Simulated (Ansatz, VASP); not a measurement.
**Two plane-wave programs on CdSb2C**

```
CELL_PARAMETERS angstrom
-3.10263 3.10263 5.19936
3.10263 -3.10263 5.19936
3.10263 3.10263 -5.19936
ATOMIC_POSITIONS crystal
Cd 0.00000 0.00000 0.00000
Cd 0.75000 0.25000 0.50000
Sb 0.37500 0.45248 0.57748
Sb 0.20248 0.62500 0.07748
Sb 0.87500 0.79752 0.42252
Sb 0.54752 0.12500 0.92252
C 0.50000 0.50000 0.00000
C 0.25000 0.75000 0.50000
```

Alike in both runs: task single point; functional PBE; k mesh 6 × 6 × 6; occupations fermi-dirac, width 0.02 eV; no spin polarisation.

|  | VASP | Ansatz |
| --- | --- | --- |
| version | VASP 6.6.1 | Ansatz 0.2.0 |
| potentials or method | VASP PAW PBE potentials, release 64 (Cd, Sb, C) | plane waves, PAW |
| plane-wave cutoff (eV) | 520 | 420 |
| valence electrons in the cell | 52 | 108 |

Ansatz gave:

```
pressure (GPa)                     : -1.7
rms of the force components (eV/Å) : 0.018
```

What did VASP give for the same quantities?

Pressure (GPa): -1.6; rms of the force components (eV/Å): 0.012.

VASP's potentials hold 52 valence electrons a cell and Ansatz's 108, so a difference there can come from the potentials and not from the codes.

Spin-orbit coupling is off throughout.
